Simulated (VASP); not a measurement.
# LiTlSe2 (P-4m2) in VASP: a series of runs

LiTlSe2 is run at these levels: PBE; tasks: single point.

All numbers are computed with VASP 6.6.1; they aren't measurements. Logs are shortened: lines on timing, memory, paths and dates and some standing lists are left out, and cuts for length are marked.

## Step 1: The cell of the first run

Symmetry: P-4m2, No. 115, tetragonal system. Conventional cell: a = 4.264 Å, b = 4.264 Å, c = 5.980 Å, α = 90.00°, β = 90.00°, γ = 90.00°. Within 3.3 Å of Li (site symmetry -4m2) lie 4 Se at 2.53 Å. Se (site symmetry 2mm) has 2 Li at 2.53 Å and 2 Tl at 2.68 Å within 3.3 Å. Within 3.5 Å of Tl (site symmetry -4m2) lie 4 Se at 2.68 Å.

## Step 2: Single point, PBE

INCAR reads:

```
ALGO = Normal
EDIFF = 1E-7
ENCUT = 520
GGA = PE
ISIF = 2
ISMEAR = 0
LASPH = T
LCHARG = F
LREAL = F
LWAVE = F
NBANDS = 22
NELM = 60
PREC = Accurate
SIGMA = 0.01
```

KPOINTS reads:

```
k-points
0
Gamma
  4 4 2
```

POSCAR reads:

```
LiTlSe2
1.0
    4.2639248008      0.0000000000      0.0000000000
    0.0000000000      4.2639248008      0.0000000000
    0.0000000000      0.0000000000      5.9802486638
Li Se Tl
1 2 1
Direct
    0.0000000000      0.0000000000      0.0000000000
    0.0000000000      0.5000000000      0.2292133975
    0.5000000000      0.0000000000      0.7707866025
    0.5000000000      0.5000000000      0.5000000000
```

Potentials or basis: VASP PAW PBE potentials, release 64 (Li_sv, Se, Tl_d).

Launch:

```
$ cat potpaw_PBE.64/Li_sv/POTCAR potpaw_PBE.64/Se/POTCAR potpaw_PBE.64/Tl_d/POTCAR > POTCAR
$ mpirun -np 1 vasp_std > vasp.out
```

OUTCAR:

```text
EDIFF = 1E-7
   ENCUT = 520
   GGA = PE
   ISIF = 2
   ISMEAR = 0
   LASPH = T
   LREAL = F
   NELM = 60
   PREC = Accurate

 ion  position               nearest neighbor table
   1  0.000  0.000  0.000-   2 2.53   3 2.53   2 2.53   3 2.53
   2  0.000  0.500  0.229-   1 2.53   1 2.53   4 2.68   4 2.68
   3  0.500  0.000  0.771-   1 2.53   1 2.53   4 2.68   4 2.68
   4  0.500  0.500  0.500-   2 2.68   3 2.68   3 2.68   2 2.68

  LATTYP: Found a simple tetragonal cell.
 ALAT       =     4.2639248008
 C/A-ratio  =     1.4025220761

  Lattice vectors:

 A1 = (   4.2639248008,   0.0000000000,   0.0000000000)
 A2 = (   0.0000000000,   4.2639248008,   0.0000000000)
 A3 = (   0.0000000000,   0.0000000000,   5.9802486638)

Analysis of symmetry for initial positions (statically):
=====================================================================
 Subroutine PRICEL returns:
 Original cell was already a primitive cell.

 Routine SETGRP: Setting up the symmetry group for a
 simple tetragonal supercell.

 Subroutine GETGRP returns: Found  8 space group operations
 (whereof  8 operations were pure point group operations)
 out of a pool of 16 trial point group operations.

The static configuration has the point symmetry D_2d.

Analysis of symmetry for dynamics (positions and initial velocities):
=====================================================================
 Subroutine PRICEL returns:
 Original cell was already a primitive cell.

 Routine SETGRP: Setting up the symmetry group for a
 simple tetragonal supercell.

 Subroutine GETGRP returns: Found  8 space group operations
 (whereof  8 operations were pure point group operations)
 out of a pool of 16 trial point group operations.

The dynamic configuration has the point symmetry D_2d.

 Subroutine INISYM returns: Found  8 space group operations
 (whereof  8 operations are pure point group operations),
 and found     1 'primitive' translations

----------------------------------------------------------------------------------------

                                     Primitive cell

  volume of cell :     108.7272

  direct lattice vectors                    reciprocal lattice vectors
     4.263924801  0.000000000  0.000000000     0.234525712  0.000000000  0.000000000
     0.000000000  4.263924801  0.000000000     0.000000000  0.234525712  0.000000000
     0.000000000  0.000000000  5.980248664     0.000000000  0.000000000  0.167217127

  length of vectors
     4.263924801  4.263924801  5.980248664     0.234525712  0.234525712  0.167217127

  position of ions in fractional coordinates (direct lattice)
     0.000000000  0.000000000  0.000000000
     0.000000000  0.500000000  0.229213397
     0.500000000  0.000000000  0.770786603
     0.500000000  0.500000000  0.500000000

  ion indices of the primitive-cell ions
   primitive index   ion index
                 1           1
                 2           2
                 3           3
                 4           4

----------------------------------------------------------------------------------------

 KPOINTS: k-points

Automatic generation of k-mesh.
 Grid dimensions read from file:
 generate k-points for:    4    4    2

 Generating k-lattice:

  Cartesian coordinates                     Fractional coordinates (reciprocal lattice)
     0.058631428  0.000000000  0.000000000     0.250000000  0.000000000  0.000000000
     0.000000000  0.058631428  0.000000000     0.000000000  0.250000000  0.000000000
     0.000000000  0.000000000  0.083608563     0.000000000  0.000000000  0.500000000

  Length of vectors
     0.058631428  0.058631428  0.083608563

  Shift w.r.t. Gamma in fractional coordinates (k-lattice)
     0.000000000  0.000000000  0.000000000

 Subroutine IBZKPT returns following result:
 ===========================================

 Found     12 irreducible k-points:

 Following reciprocal coordinates:
            Coordinates               Weight
  0.000000  0.000000  0.000000      1.000000
  0.250000  0.000000  0.000000      4.000000
  0.500000  0.000000  0.000000      2.000000
  0.250000  0.250000  0.000000      4.000000
  0.500000  0.250000  0.000000      4.000000
  0.500000  0.500000  0.000000      1.000000
  0.000000  0.000000  0.500000      1.000000
  0.250000  0.000000  0.500000      4.000000
  0.500000  0.000000  0.500000      2.000000
  0.250000  0.250000  0.500000      4.000000
  0.500000  0.250000  0.500000      4.000000
  0.500000  0.500000  0.500000      1.000000
   k-points           NKPTS =     12   k-points in BZ     NKDIM =     12   number of bands    NBANDS=     22
   number of dos      NEDOS =    301   number of ions     NIONS =      4
   total plane-waves  NPLWV =  49152
   dimension x,y,z NGX =    32 NGY =   32 NGZ =   48
   dimension x,y,z NGXF=    64 NGYF=   64 NGZF=   96
   ions per type =               1   2   1
   NGX,Y,Z   is equivalent  to a cutoff of  12.48, 12.48, 13.34 a.u.
   NGXF,Y,Z  is equivalent  to a cutoff of  24.95, 24.95, 26.69 a.u.
 SYSTEM =  unknown system
   PREC   = accura    normal or accurate (medium, high low for compatibility)
   ISTART =      0    job   : 0-new  1-cont  2-samecut
   ICHARG =      2    charge: 1-file 2-atom 10-const
   ISPIN  =      1    spin polarized calculation?
   LNONCOLLINEAR =      F non collinear calculations
   LSORBIT =      F    spin-orbit coupling
   LASPH  =      T    aspherical Exc in radial PAW
   ENCUT  =  520.0 eV  38.22 Ry    6.18 a.u.   7.93  7.93 11.12*2*pi/ulx,y,z
   NELM   =     60;   NELMIN=  2; NELMDL= -5     # of ELM steps
   EDIFF  = 0.1E-06   stopping-criterion for ELM
   LREAL  =      F    real-space projection
   EDIFFG = 0.1E-05   stopping-criterion for IOM
   NSW    =      0    number of steps for IOM
   IBRION =     -1    ionic relax: 0-MD 1-quasi-New 2-CG
   NFREE  =      0    steps in history (QN), initial steepest desc. (CG)
   ISIF   =      2    stress and relaxation
   ISYM   =      2    0-nonsym 1-usesym 2-fastsym
   POTIM  = 0.5000    time-step for ionic-motion
   TEBEG  =    0.0;   TEEND  =   0.0 temperature during run
   PSTRESS=    0.0 pullay stress
   NELECT =      28.0000    total number of electrons
   NUPDOWN=      -1.0000    fix difference up-down
   EMIN   =  10.00;   EMAX   =-10.00  energy-range for DOS
   EFERMI =   0.00;   METHOD = LEGACY
   ISMEAR =     0;   SIGMA  =   0.01  broadening in eV -4-tet -1-fermi 0-gaus
   EFERMI_NEDOS =   21; number of points for ismear=-14 and -15
   IALGO  =     38    algorithm
   IMIX   =      4    mixing-type and parameters
     AMIX     =   0.40;   BMIX     =  1.00
     AMIX_MAG =   1.60;   BMIX_MAG =  1.00
  volume/ion in A,a.u.               =      27.18       183.43
  Fermi-wavevector in a.u.,A,eV,Ry     =   1.041553  1.968250 14.760046  1.084833
  Thomas-Fermi vector in A             =   2.176179
   LORBIT       =      0    0 simple, 1 ext, 2 COOP (PROOUT), +10 PAW based schemes
   GGA     = PE    functional components
   LHFCALC =     F    Hartree Fock is set to
   AEXX    =    0.0000 exact exchange contribution
   IVDW    =     0    specifies the selected vdW correction
   LEPSILON=     F    determine dielectric tensor
   LRPA    =     F    only Hartree local field effects (RPA)
 non-spin polarized calculation
 Gauss-broadening in eV      SIGMA  =   0.01
  energy-cutoff  :      520.00
  volume of cell :      108.73
 maximum number of plane-waves:      2944
 NGX is ok and might be reduce to    32
   NGX = 15   NGY = 15   NGZ = 23

 number of electron      27.9999999 magnetization

 Free energy of the ion-electron system (eV)
  ---------------------------------------------------
  ext. energy  EPLUGINS =         0.00000000
  ---------------------------------------------------
  free energy    TOTEN  =       -13.56520333 eV

  energy without entropy =      -13.56520333  energy(sigma->0) =      -13.56520333

 E-fermi :   1.8077     XC(G=0):  -8.3653

 val. band max:        1.7457754100   @ k =   0.0000   0.0000   0.0000
 cond. band min:       2.1736009204   @ k =   0.0000   0.0000   0.0000
 fundamental gap:      0.4278255103
 Fermi energy:         1.8077350793

 k-point     1 :       0.0000    0.0000    0.0000
  band No.  band energies     occupation
      1     -42.7901      2.00000
      2     -10.6433      2.00000
      3     -10.3509      2.00000
      4      -9.0617      2.00000
      5      -9.0617      2.00000
      6      -8.9500      2.00000
[... 14 lines left out ...]
     21      10.8624      0.00000
     22      12.3427      0.00000

 k-point     2 :       0.2500    0.0000    0.0000
  band No.  band energies     occupation
      1     -42.7900      2.00000
      2     -10.5533      2.00000
      3     -10.3645      2.00000
      4      -9.0580      2.00000
      5      -8.9834      2.00000
      6      -8.8755      2.00000
[... 14 lines left out ...]
     21      10.5946      0.00000
     22      10.8078      0.00000

 k-point     3 :       0.5000    0.0000    0.0000
  band No.  band energies     occupation
      1     -42.7899      2.00000
      2     -10.4467      2.00000
      3     -10.4048      2.00000
      4      -9.0542      2.00000
      5      -8.9552      2.00000
      6      -8.8787      2.00000
[... 14 lines left out ...]
     21       9.7601      0.00000
     22      10.2518      0.00000
[... 176 lines left out ...]
 k-point    11 :       0.5000    0.2500    0.5000
  band No.  band energies     occupation
      1     -42.7899      2.00000
      2     -10.4253      2.00000
      3     -10.3862      2.00000
      4      -9.0023      2.00000
      5      -8.9112      2.00000
      6      -8.9028      2.00000
[... 14 lines left out ...]
     21      10.0650      0.00000
     22      10.9004      0.00000

 k-point    12 :       0.5000    0.5000    0.5000
  band No.  band energies     occupation
      1     -42.7898      2.00000
      2     -10.3929      2.00000
      3     -10.3929      2.00000
      4      -8.9329      2.00000
      5      -8.9265      2.00000
      6      -8.8953      2.00000
[... 14 lines left out ...]
     21       9.5658      0.00000
     22      10.8570      0.00000

------------------------ aborting loop because EDIFF is reached ----------------------------------------

  FORCE on cell =-STRESS in cart. coord.  units (eV):
  Direction    XX          YY          ZZ          XY          YZ          ZX
  --------------------------------------------------------------------------------------
  -------------------------------------------------------------------------------------
  Total        0.9702320      0.9702320      0.9128537      0.0000000      0.0000000     -0.0000000
  in kB       14.2970975     14.2970975     13.4515848      0.0000000      0.0000000     -0.0000000
  external PRESSURE =      14.0152600 kB  Pullay stress =       0.0000000 kB

 VOLUME and BASIS-vectors are now :
 -----------------------------------------------------------------------------
  energy-cutoff  :      520.00
  volume of cell :      108.73
      direct lattice vectors                 reciprocal lattice vectors
     4.263924801  0.000000000  0.000000000     0.234525712  0.000000000  0.000000000
     0.000000000  4.263924801  0.000000000     0.000000000  0.234525712  0.000000000
     0.000000000  0.000000000  5.980248664     0.000000000  0.000000000  0.167217127

 POSITION                                       TOTAL-FORCE (eV/Angst)
 -----------------------------------------------------------------------------------
      0.00000      0.00000      0.00000        -0.000000     -0.000000     -0.000000
      0.00000      2.13196      1.37075        -0.000000     -0.000000     -0.207573
      2.13196      0.00000      4.60950         0.000000      0.000000      0.207573
      2.13196      2.13196      2.99012        -0.000000      0.000000     -0.000000
 -----------------------------------------------------------------------------------
    total drift:                                0.000000      0.000000     -0.000000

  FREE ENERGIE OF THE ION-ELECTRON SYSTEM (eV)
  ---------------------------------------------------
  free  energy   TOTEN  =       -13.5652033328 eV

  energy  without entropy=      -13.5652033328  energy(sigma->0) =      -13.56520333
```

Run time: 13 s. Hardware: 1 thread of AMD EPYC 9R45 (Zen 5), shared host; peak memory 0.19 GiB.

What came out:

* Free energy: -13.5652 eV
* Largest force: 0.208 eV/Å
* Band gap on the k mesh: 0.43 eV

Forces on the atoms (eV/Å):
```
Li   0.000  0.000  0.000
Se   0.000  0.000 -0.208
Se   0.000  0.000  0.208
Tl   0.000  0.000  0.000
```

Levels at points of the mesh, in eV from the valence-band top:
```tsv
k point	band 12	band 13	band 14	band 15	band 16	band 17
(0.00, 0.00, 0.00)	-0.23	0.00	0.00	0.43	3.26	5.18
(0.50, 0.00, 0.00)	-1.67	-0.97	-0.46	2.18	5.38	5.53
(0.50, 0.50, 0.00)	-1.70	-1.70	-1.09	1.60	3.25	3.25
(0.00, 0.00, 0.50)	-1.19	-0.71	-0.71	2.05	3.36	5.00
(0.50, 0.00, 0.50)	-0.87	-0.53	-0.45	0.75	4.85	5.64
(0.50, 0.50, 0.50)	-2.03	-1.71	-1.48	3.08	5.22	5.22
```

Caveat: the k points lie up to 0.53 Å⁻¹ apart; the cutoff is under 1.25 times the usual one of these potentials, so pressure, stress and relaxed cells hold a basis-set (Pulay) error; spin-orbit coupling is left out, which moves the levels of the heavy elements. A k mesh can miss the band edges.

## Step 3: Single point, PBE

INCAR reads:

```
SYSTEM = LiTlSe2
  PREC = Accurate
  ENCUT = 520
  EDIFF = 1E-7
  ISMEAR = 0
  SIGMA = 0.01
  LREAL = .False.
  LASPH = .True.
  NELM = 80
  ALGO = Normal
  ISIF = 2
  LWAVE = .False.
  LCHARG = .True.
  GGA = PE
  LELF = .True.
  LVHAR = .True.
  NBANDS = 22
```

KPOINTS reads:

```
regular mesh
0
Gamma
  4 4 4
  0 0 0
```

POSCAR is that of step 2.

Potentials or basis: VASP PAW PBE potentials, release 64 (Li_sv, Se, Tl_d).

Launch:

```
$ cat potpaw_PBE.64/Li_sv/POTCAR potpaw_PBE.64/Se/POTCAR potpaw_PBE.64/Tl_d/POTCAR > POTCAR
$ mpirun -np 1 vasp_std > vasp.out
```

Wall time 20 s (1 thread of AMD EPYC 9R45 (Zen 5), shared host); peak memory 0.2 GiB.

The run converged. Its results:

```
Free energy            : -13.5721 eV
Largest force          : 0.207 eV/Å
Band gap on the k mesh : 0.43 eV
```

Forces on the atoms (eV/Å):
```
Li   0.000  0.000  0.000
Se   0.000  0.000 -0.207
Se   0.000  0.000  0.207
Tl   0.000  0.000  0.000
```

Levels at points of the mesh, in eV from the valence-band top:
```csv
k point,band 11,band 12,band 13,band 14,band 15,band 16,band 17,band 18
"(0.00, 0.00, 0.00)",-1.69,-0.23,0.00,0.00,0.43,3.26,5.18,5.76
"(0.50, 0.00, 0.00)",-2.11,-1.67,-0.97,-0.46,2.18,5.38,5.53,6.27
"(0.50, 0.50, 0.00)",-2.00,-1.70,-1.70,-1.08,1.60,3.25,3.25,6.49
"(0.00, 0.00, 0.50)",-1.20,-1.20,-0.71,-0.71,2.05,3.36,5.01,6.71
"(0.50, 0.00, 0.50)",-0.90,-0.87,-0.53,-0.45,0.75,4.85,5.64,6.13
"(0.50, 0.50, 0.50)",-2.03,-2.03,-1.71,-1.48,3.07,5.22,5.22,6.91
```

Caveat: the cutoff is under 1.25 times the usual one of these potentials, so pressure, stress and relaxed cells hold a basis-set (Pulay) error; spin-orbit coupling is left out, which moves the levels of the heavy elements.
